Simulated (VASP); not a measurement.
Set up this calculation in VASP 6.6.1, as the native input.

* Task: single point
* Functional: LDA
* Potentials or basis: VASP PAW LDA potentials, release 64 (Si, Mo_sv)
* Cutoff: 520 eV
* k mesh: 13 × 13 × 13
* Occupations: methfessel-paxton, width 0.15 eV
* Spin: no spin polarisation
* Dipole correction: no
* Further INCAR settings: ALGO = Normal; EDIFF = 1e-07; NBANDS = 18

The structure of Si2Mo lies in POSCAR:

```
Si2Mo
1.0
   -1.6000000000      1.6000000000      3.9305000000
    1.6000000000     -1.6000000000      3.9305000000
    1.6000000000      1.6000000000     -3.9305000000
Si Mo
2 1
Direct
    0.3330000000      0.3330000000      0.0000000000
    0.6670000000      0.6670000000      0.0000000000
    0.0000000000      0.0000000000      0.0000000000
```

One way to write it, as run:

INCAR

```
PREC = Accurate ; ENCUT = 520
EDIFF = 1E-7 ; ISMEAR = 1
SIGMA = 0.15 ; LREAL = False
LASPH = True ; NELM = 100
ALGO = Normal ; ISIF = 2
LWAVE = False ; LCHARG = False
NBANDS = 18
```

KPOINTS

```
regular mesh
0
Gamma
  13 13 13
```

Potentials or basis: VASP PAW LDA potentials, release 64 (Si, Mo_sv).

Run with:

```sh
$ cat potpaw_LDA.64/Si/POTCAR potpaw_LDA.64/Mo_sv/POTCAR > POTCAR
$ mpirun -np 1 vasp_std > vasp.out
```

It gave:

- Pressure: -5.5 GPa
- Largest force: 0.370 eV/Å
- Band gap on the k mesh: zero (band 11 reaches 12.71 eV, above the bottom of band 12 at 11.74 eV)

Run time: 2.9 min on 1 thread of Intel(R) Xeon(R) 6975P-C (Granite Rapids) (shared host), peak memory 0.27 GiB.
